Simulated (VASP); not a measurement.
A run of VASP 6.6.1 is set up as follows.

File INCAR:

```
  ALGO = Fast
  EDIFF = 1E-6
  ENCUT = 520
  GGA = PE
  ISIF = 2
  ISMEAR = 0
  LASPH = True
  LCHARG = False
  LREAL = False
  LWAVE = False
  NBANDS = 38
  NELM = 100
  PREC = Accurate
  SIGMA = 0.1
```

KPOINTS

```
k-points
0
Gamma
  4 4 2
```

Contents of POSCAR:

```
K3Cd2Os
1.0
    3.5442987046     -3.5958386683      0.0000000000
    3.5442987046      3.5958386683      0.0000000000
   -3.2453984266      0.0000000000     10.2738317751
K Cd Os
3 2 1
Direct
    0.3413737927      0.3413737927      0.6639921818
    0.6653702649      0.6653702649      0.3317656732
    0.0710800915      0.0710800915      0.1380243987
    0.4669674718      0.9596578985      0.9124048216
    0.9596578985      0.4669674718      0.9124048216
    0.4962814794      0.4962814794      0.9914277195
```

Potentials or basis: VASP PAW PBE potentials, release 64 (K_sv, Cd, Os).

Launch:

```sh
$ cat potpaw_PBE.64/K_sv/POTCAR potpaw_PBE.64/Cd/POTCAR potpaw_PBE.64/Os/POTCAR > POTCAR
$ mpirun -np 1 vasp_std > vasp.out
```

Task: Predict the pressure.

Result: 0.1 GPa.

Task: Estimate the band gap on the k mesh.

Result: Zero (an odd number of electrons rules out a gap without spin polarisation).

Task: Predict the largest force.

Result: 0.077 eV/Å.

Forces in eV/Å, atoms in the order of the input:
```
K   -0.004  0.000 -0.005
K    0.001  0.000  0.000
K    0.007  0.000  0.008
Cd   0.012  0.025 -0.037
Cd   0.012 -0.025 -0.037
Os  -0.028  0.000  0.071
```

Caveat: spin-orbit coupling is left out, which moves the levels of the heavy elements.
